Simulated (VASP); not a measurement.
Write the native input for VASP 6.6.1 that does the following.

```yaml
Task: single point
Functional: PBEsol
Potentials_or_basis: VASP PAW PBE potentials, release 64 (C, N)
Cutoff: 520 eV
k_mesh: 2 × 2 × 2, shifted
Occupations: fermi-dirac, width 0.05 eV
Spin: collinear spin
Starting_moments: "[0.0, 0.429, 0.0, 0.0, 0.429, 0.429, 0.0, 0.0, 0.429, 0.429, 0.0, 0.0, 0.0, 0.429, 0.429] μB"
Dipole_correction: no
Further_INCAR_settings: LREAL = Auto; ALGO = Normal; EDIFF = 1e-07; NBANDS = 48
```

The structure of C14N (a cell with a defect) lies in POSCAR:

```
C14N
1.0
    7.1076060000      0.0000000000      0.0000000000
    0.0000000000      3.5538030000      0.0000000000
    0.0000000000      0.0000000000      3.5538030000
C N
14 1
Direct
    0.9927090000      0.0056900000      0.9837810000
    0.4859580000      0.9195790000      0.0431080000
    0.1192900000      0.2454100000      0.2383310000
    0.2490360000      0.4726160000      0.0222390000
    0.7598450000      0.4465650000      0.9825930000
    0.3662340000      0.7755140000      0.2964560000
    0.9042340000      0.7501240000      0.2258190000
    0.2559320000      0.0097290000      0.5028060000
    0.7569620000      0.9595020000      0.5027640000
    0.3670210000      0.2220970000      0.7673550000
    0.8677580000      0.2175250000      0.7188000000
    0.0126460000      0.5348000000      0.5051850000
    0.1292450000      0.6915760000      0.7645310000
    0.6138400000      0.7748390000      0.7849690000
    0.4940780000      0.4742010000      0.4977380000
```

These files were run (other wordings do the same):

INCAR

```
SYSTEM = C14N
  ALGO = Normal
  EDIFF = 1E-7
  ENCUT = 520
  GGA = PS
  ISIF = 2
  ISMEAR = -1
  ISPIN = 2
  LASPH = .TRUE.
  LCHARG = .TRUE.
  LELF = .TRUE.
  LORBIT = 11
  LREAL = Auto
  LVHAR = .TRUE.
  LWAVE = .FALSE.
  MAGMOM = 0 0.429 0 0 0.429 0.429 0 0 0.429 0.429 0 0 0 0.429 0.429
  NBANDS = 48
  NELM = 150
  PREC = Accurate
  SIGMA = 0.05
```

KPOINTS

```
Automatic mesh
0
Gamma
  2 2 2
  0.5 0.5 0.5
```

Potentials or basis: VASP PAW PBE potentials, release 64 (C, N).

Run with:

```console
$ cat potpaw_PBE.64/C/POTCAR potpaw_PBE.64/N/POTCAR > POTCAR
$ mpirun -np 1 vasp_std > vasp.out
```

It gave:

```yaml
Pressure: 12.6 GPa
Largest_force: 9.619 eV/Å
Band_gap_on_the_k_mesh: 0.47 eV
Net_moment: 1.00 μB per cell
Site_moments: C +0.02, +0.12, +0.03, +0.26, -0.00, +0.01, +0.10, +0.00, -0.01 (each value once); N +0.05 μB
Valence_electrons_inside_the_program's_atomic_spheres: C 2.62, 2.59, 2.35, 2.70, 2.58, 2.67, 2.44, 2.50, 2.64, 2.63, 2.43 (each value once); N 3.65
```

Caveat: the k points lie up to 0.88 Å⁻¹ apart; the PAW data sets were made with another functional, which shifts forces and pressure a little.

Run time: 67 s on 1 thread of Intel(R) Xeon(R) Platinum 8259CL CPU @ 2.50GHz (Skylake/Cascade Lake), on a shared host, peak memory 0.23 GiB.
